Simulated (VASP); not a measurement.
# ScTl2 in VASP: single point with r2SCAN

Aim: the single point of ScTl2 with r2SCAN.

Program: VASP 6.6.1. These are calculated values, not measurements. Logs are shortened: lines on timing, memory, paths and dates and some standing lists are left out, and cuts for length are marked.

## Step 1: The cell of the first run

The typed cell holds 3 atoms: a = 4.832 Å, b = 4.832 Å, c = 3.602 Å, α = 90.00°, β = 90.00°, γ = 120.00°.

## Step 2: Single point, r2SCAN

Contents of POSCAR:

```
ScTl2
1.0
    4.8321320000      0.0000000000      0.0000000000
   -2.4160660000      4.1847530000      0.0000000000
    0.0000000000      0.0000000000      3.6022230000
Sc Tl
1 2
Direct
    0.0000000000      0.0000000000      0.0000000000
    0.3333000000      0.6667000000      0.5000000000
    0.6666000000      0.3333000000      0.5000000000
```

Contents of INCAR.step1:

```
SYSTEM = ScTl2
PREC = Accurate
ENCUT = 520
ISMEAR = 1
SIGMA = 0.1063
LREAL = .FALSE.
LASPH = .TRUE.
NELM = 80
NBANDS = 26
GGA = PE
ALGO = Normal
EDIFF = 1E-4
LWAVE = .TRUE.
LCHARG = .FALSE.
```

Contents of INCAR.step2:

```
SYSTEM = ScTl2
PREC = Accurate
ENCUT = 520
EDIFF = 1E-6
ISMEAR = 1
SIGMA = 0.1063
LREAL = .FALSE.
LASPH = .TRUE.
NELM = 80
ALGO = Normal
ISIF = 2
LWAVE = .FALSE.
LCHARG = .FALSE.
METAGGA = R2SCAN
LMIXTAU = .TRUE.
NBANDS = 26
ISTART = 1
```

Contents of KPOINTS:

```
Automatic mesh
0
G
  6 6 7
  0 0 0
```

Potentials or basis: VASP PAW PBE potentials, release 64 (Sc_sv, Tl_d).

Run with:

```sh
cat potpaw_PBE.64/Sc_sv/POTCAR potpaw_PBE.64/Tl_d/POTCAR > POTCAR
cp INCAR.step1 INCAR
mpirun -np 1 vasp_std > vasp.out
cp INCAR.step2 INCAR
mpirun -np 1 vasp_std > vasp.out
```

OUTCAR:

```text
SYSTEM = ScTl2
   PREC = Accurate
   ENCUT = 520
   EDIFF = 1E-6
   ISMEAR = 1
   LREAL = .FALSE.
   LASPH = .TRUE.
   NELM = 80
   ISIF = 2
   METAGGA = R2SCAN
   ISTART = 1

 ion  position               nearest neighbor table
   1  0.000  0.000  0.000-   3 3.32   3 3.32   2 3.32   2 3.32   3 3.32   3 3.32   2 3.32   2 3.32
                             3 3.32   3 3.32   2 3.32   2 3.32
   2  0.333  0.667  0.500-   3 2.79   3 2.79   3 2.79   1 3.32   1 3.32   1 3.32   1 3.32   1 3.32
                             1 3.32
   3  0.667  0.333  0.500-   2 2.79   2 2.79   2 2.79   1 3.32   1 3.32   1 3.32   1 3.32   1 3.32
                             1 3.32

  LATTYP: Found a hexagonal cell.
 ALAT       =     4.8321320000
 C/A-ratio  =     0.7454728058

  Lattice vectors:

 A1 = (   4.8321320000,   0.0000000000,   0.0000000000)
 A2 = (  -2.4160660000,   4.1847530000,   0.0000000000)
 A3 = (   0.0000000000,   0.0000000000,   3.6022230000)

Analysis of symmetry for initial positions (statically):
=====================================================================
 Subroutine PRICEL returns:
 Original cell was already a primitive cell.

 Routine SETGRP: Setting up the symmetry group for a
 hexagonal supercell.

 Subroutine GETGRP returns: Found  4 space group operations
 (whereof  4 operations were pure point group operations)
 out of a pool of 24 trial point group operations.

The static configuration has the point symmetry C_2v.

Analysis of symmetry for dynamics (positions and initial velocities):
=====================================================================
 Subroutine PRICEL returns:
 Original cell was already a primitive cell.

 Routine SETGRP: Setting up the symmetry group for a
 hexagonal supercell.

 Subroutine GETGRP returns: Found  4 space group operations
 (whereof  4 operations were pure point group operations)
 out of a pool of 24 trial point group operations.

The dynamic configuration has the point symmetry C_2v.

 Subroutine INISYM returns: Found  4 space group operations
 (whereof  4 operations are pure point group operations),
 and found     1 'primitive' translations

----------------------------------------------------------------------------------------

                                     Primitive cell

  volume of cell :      72.8416

  direct lattice vectors                    reciprocal lattice vectors
     4.832132000  0.000000000  0.000000000     0.206947989  0.119481365  0.000000000
    -2.416066000  4.184753000  0.000000000     0.000000000  0.238962730  0.000000000
     0.000000000  0.000000000  3.602223000     0.000000000  0.000000000  0.277606356

  length of vectors
     4.832132000  4.832135407  3.602223000     0.238962898  0.238962730  0.277606356

  position of ions in fractional coordinates (direct lattice)
     0.000000000  0.000000000  0.000000000
     0.333300000  0.666700000  0.500000000
     0.666600000  0.333300000  0.500000000

  ion indices of the primitive-cell ions
   primitive index   ion index
                 1           1
                 2           2
                 3           3

----------------------------------------------------------------------------------------

 KPOINTS: Automatic mesh

Automatic generation of k-mesh.
 Grid dimensions read from file:
 generate k-points for:    6    6    7

 Generating k-lattice:

  Cartesian coordinates                     Fractional coordinates (reciprocal lattice)
     0.034491332  0.019913561  0.000000000     0.166666667 -0.000000000  0.000000000
     0.000000000  0.039827122  0.000000000     0.000000000  0.166666667  0.000000000
     0.000000000  0.000000000  0.039658051     0.000000000  0.000000000  0.142857143

  Length of vectors
     0.039827150  0.039827122  0.039658051

  Shift w.r.t. Gamma in fractional coordinates (k-lattice)
     0.000000000  0.000000000  0.000000000

 Subroutine IBZKPT returns following result:
 ===========================================

 Found     52 irreducible k-points:

 Following reciprocal coordinates:
            Coordinates               Weight
  0.000000  0.000000  0.000000      1.000000
  0.166667  0.000000  0.000000      4.000000
  0.000000  0.166667  0.000000      2.000000
  0.333333  0.000000  0.000000      4.000000
  0.000000  0.333333  0.000000      2.000000
  0.500000  0.000000  0.000000      2.000000
[... 16 lines left out ...]
  0.333333  0.166667  0.142857      8.000000
 -0.166667  0.500000  0.142857      8.000000
 [... further k-points ...]
   k-points           NKPTS =     52   k-points in BZ     NKDIM =     52   number of bands    NBANDS=     26
   number of dos      NEDOS =    301   number of ions     NIONS =      3
   total plane-waves  NPLWV =  36288
   dimension x,y,z NGX =    36 NGY =   36 NGZ =   28
   dimension x,y,z NGXF=    72 NGYF=   72 NGZF=   56
   ions per type =               1   2
   NGX,Y,Z   is equivalent  to a cutoff of  12.39, 12.39, 12.92 a.u.
   NGXF,Y,Z  is equivalent  to a cutoff of  24.77, 24.77, 25.84 a.u.
 SYSTEM =  ScTl2
   PREC   = accura    normal or accurate (medium, high low for compatibility)
   ISTART =      1    job   : 0-new  1-cont  2-samecut
   ICHARG =      0    charge: 1-file 2-atom 10-const
   ISPIN  =      1    spin polarized calculation?
   LNONCOLLINEAR =      F non collinear calculations
   LSORBIT =      F    spin-orbit coupling
   LASPH  =      T    aspherical Exc in radial PAW
   ENCUT  =  520.0 eV  38.22 Ry    6.18 a.u.   8.98  8.98  6.70*2*pi/ulx,y,z
   NELM   =     80;   NELMIN=  2; NELMDL=  0     # of ELM steps
   EDIFF  = 0.1E-05   stopping-criterion for ELM
   LREAL  =      F    real-space projection
   EDIFFG = 0.1E-04   stopping-criterion for IOM
   NSW    =      0    number of steps for IOM
   IBRION =     -1    ionic relax: 0-MD 1-quasi-New 2-CG
   NFREE  =      0    steps in history (QN), initial steepest desc. (CG)
   ISIF   =      2    stress and relaxation
   ISYM   =      2    0-nonsym 1-usesym 2-fastsym
   POTIM  = 0.5000    time-step for ionic-motion
   TEBEG  =    0.0;   TEEND  =   0.0 temperature during run
   PSTRESS=    0.0 pullay stress
   NELECT =      37.0000    total number of electrons
   NUPDOWN=      -1.0000    fix difference up-down
   EMIN   =  10.00;   EMAX   =-10.00  energy-range for DOS
   EFERMI =   0.00;   METHOD = LEGACY
   ISMEAR =     1;   SIGMA  =   0.11  broadening in eV -4-tet -1-fermi 0-gaus
   EFERMI_NEDOS =   21; number of points for ismear=-14 and -15
   IALGO  =     38    algorithm
   IMIX   =      4    mixing-type and parameters
     AMIX     =   0.40;   BMIX     =  1.00
     AMIX_MAG =   1.60;   BMIX_MAG =  1.00
  volume/ion in A,a.u.               =      24.28       163.85
  Fermi-wavevector in a.u.,A,eV,Ry     =   1.306218  2.468394 23.214335  1.706205
  Thomas-Fermi vector in A             =   2.437035
   LORBIT       =      0    0 simple, 1 ext, 2 COOP (PROOUT), +10 PAW based schemes
   METAGGA = R2SCAN    functional components
   LHFCALC =     F    Hartree Fock is set to
   AEXX    =    0.0000 exact exchange contribution
   IVDW    =     0    specifies the selected vdW correction
   LEPSILON=     F    determine dielectric tensor
   LRPA    =     F    only Hartree local field effects (RPA)
 non-spin polarized calculation
 Methfessel and Paxton  Order N= 1 SIGMA  =   0.11
  energy-cutoff  :      520.00
  volume of cell :       72.84
 maximum number of plane-waves:      1977
   NGX = 17   NGY = 17   NGZ = 13

 number of electron      36.9999983 magnetization

 Free energy of the ion-electron system (eV)
  ---------------------------------------------------
  ext. energy  EPLUGINS =         0.00000000
  ---------------------------------------------------
  free energy    TOTEN  =      -117.56458306 eV

  energy without entropy =     -117.56495756  energy(sigma->0) =     -117.56470789

 E-fermi :   7.2878     XC(G=0): -11.4751

 val. band max:        7.2352548592   @ k =   0.0000   0.1667   0.2857
 cond. band min:       7.3153168961   @ k =   0.1667   0.0000   0.4286
 fundamental gap:      0.0800620369
 Fermi energy:         7.2877955993

 k-point     1 :       0.0000    0.0000    0.0000
  band No.  band energies     occupation
      1     -45.3620      2.00000
      2     -23.0672      2.00000
      3     -23.0671      2.00000
      4     -22.8913      2.00000
      5      -5.9699      2.00000
      6      -5.5982      2.00000
[... 18 lines left out ...]
     25      10.8752      0.00000
     26      10.8757      0.00000

 k-point     2 :       0.1667    0.0000    0.0000
  band No.  band energies     occupation
      1     -45.3620      2.00000
      2     -23.0685      2.00000
      3     -23.0674      2.00000
      4     -22.8913      2.00000
      5      -5.9604      2.00000
      6      -5.7693      2.00000
[... 18 lines left out ...]
     25      11.4189      0.00000
     26      12.1854      0.00000

 k-point     3 :       0.0000    0.1667    0.0000
  band No.  band energies     occupation
      1     -45.3620      2.00000
      2     -23.0686      2.00000
      3     -23.0674      2.00000
      4     -22.8913      2.00000
      5      -5.9606      2.00000
      6      -5.7694      2.00000
[... 18 lines left out ...]
     25      11.4187      0.00000
     26      12.1854      0.00000

 k-point     4 :       0.3333    0.0000    0.0000
  band No.  band energies     occupation
      1     -45.3619      2.00000
      2     -23.0711      2.00000
      3     -23.0678      2.00000
      4     -22.8913      2.00000
      5      -6.0651      2.00000
      6      -5.9561      2.00000
[... 18 lines left out ...]
     25      12.6889      0.00000
     26      14.3658      0.00000

 k-point     5 :       0.0000    0.3333    0.0000
  band No.  band energies     occupation
      1     -45.3619      2.00000
      2     -23.0712      2.00000
      3     -23.0678      2.00000
      4     -22.8913      2.00000
      5      -6.0657      2.00000
      6      -5.9563      2.00000
[... 18 lines left out ...]
     25      12.6888      0.00000
     26      14.3656      0.00000

 k-point     6 :       0.5000    0.0000    0.0000
  band No.  band energies     occupation
      1     -45.3619      2.00000
      2     -23.0724      2.00000
      3     -23.0681      2.00000
      4     -22.8913      2.00000
      5      -6.1412      2.00000
      6      -6.0239      2.00000
[... 427 lines left out ...]
 k-point    21 :       0.1667    0.1667    0.1429
  band No.  band energies     occupation
      1     -45.3608      2.00000
      2     -23.0685      2.00000
      3     -23.0664      2.00000
      4     -22.9074      2.00000
      5      -6.0582      2.00000
      6      -5.8342      2.00000
[... 18 lines left out ...]
     25      11.9094      0.00000
     26      13.2222      0.00000

 k-point    22 :      -0.3333    0.1667    0.1429
  band No.  band energies     occupation
      1     -45.3608      2.00000
      2     -23.0684      2.00000
      3     -23.0665      2.00000
      4     -22.9074      2.00000
      5      -6.0577      2.00000
      6      -5.8336      2.00000
[... 18 lines left out ...]
     25      11.9089      0.00000
     26      13.2227      0.00000

 k-point    23 :       0.3333    0.1667    0.1429
  band No.  band energies     occupation
      1     -45.3608      2.00000
      2     -23.0698      2.00000
      3     -23.0672      2.00000
      4     -22.9073      2.00000
      5      -6.2029      2.00000
      6      -5.9052      2.00000
[... 18 lines left out ...]
     25      12.5557      0.00000
     26      13.2067      0.00000

 k-point    24 :      -0.1667    0.5000    0.1429
  band No.  band energies     occupation
      1     -45.3608      2.00000
      2     -23.0698      2.00000
      3     -23.0672      2.00000
      4     -22.9073      2.00000
      5      -6.2031      2.00000
      6      -5.9057      2.00000
[... 18 lines left out ...]
     25      12.5553      0.00000
     26      13.2066      0.00000

 [... further k-points ...]
[... 5 lines left out ...]
  --------------------------------------------------------------------------------------
  -------------------------------------------------------------------------------------
  Total        2.9891492      2.9960976     -2.2026710      0.0000000      0.0000000      0.0000000
  in kB       65.7474583     65.9002897    -48.4485751      0.0000000      0.0000000      0.0000000
  external PRESSURE =      27.7330577 kB  Pullay stress =       0.0000000 kB

 VOLUME and BASIS-vectors are now :
 -----------------------------------------------------------------------------
  energy-cutoff  :      520.00
  volume of cell :       72.84
      direct lattice vectors                 reciprocal lattice vectors
     4.832132000  0.000000000  0.000000000     0.206947989  0.119481365  0.000000000
    -2.416066000  4.184753000  0.000000000     0.000000000  0.238962730  0.000000000
     0.000000000  0.000000000  3.602223000     0.000000000  0.000000000  0.277606356

 POSITION                                       TOTAL-FORCE (eV/Angst)
 -----------------------------------------------------------------------------------
      0.00000      0.00000      0.00000        -0.000562      0.000000      0.000000
     -0.00024      2.78997      1.80111         0.000281     -0.002230      0.000000
      2.41582      1.39478      1.80111         0.000281      0.002230      0.000000
 -----------------------------------------------------------------------------------
    total drift:                               -0.000010     -0.000000     -0.000000

  FREE ENERGIE OF THE ION-ELECTRON SYSTEM (eV)
  ---------------------------------------------------
  free  energy   TOTEN  =      -117.5645830629 eV

  energy  without entropy=     -117.5649575573  energy(sigma->0) =     -117.56470789
```

Wall time 3.6 min (1 thread of Intel Xeon Platinum 8375C at 2.90GHz (Ice Lake), shared host); peak memory 0.25 GiB.

Results:

| Property | Result |
| --- | --- |
| Free energy | -117.5646 eV |
| Pressure | 2.8 GPa |

Forces on the atoms (eV/Å):
```
Sc  -0.001  0.000  0.000
Tl   0.000 -0.002  0.000
Tl   0.000  0.002  0.000
```

Caveat: the PAW data sets were made with another functional, which shifts forces and pressure a little; spin-orbit coupling is left out, which moves the levels of the heavy elements.
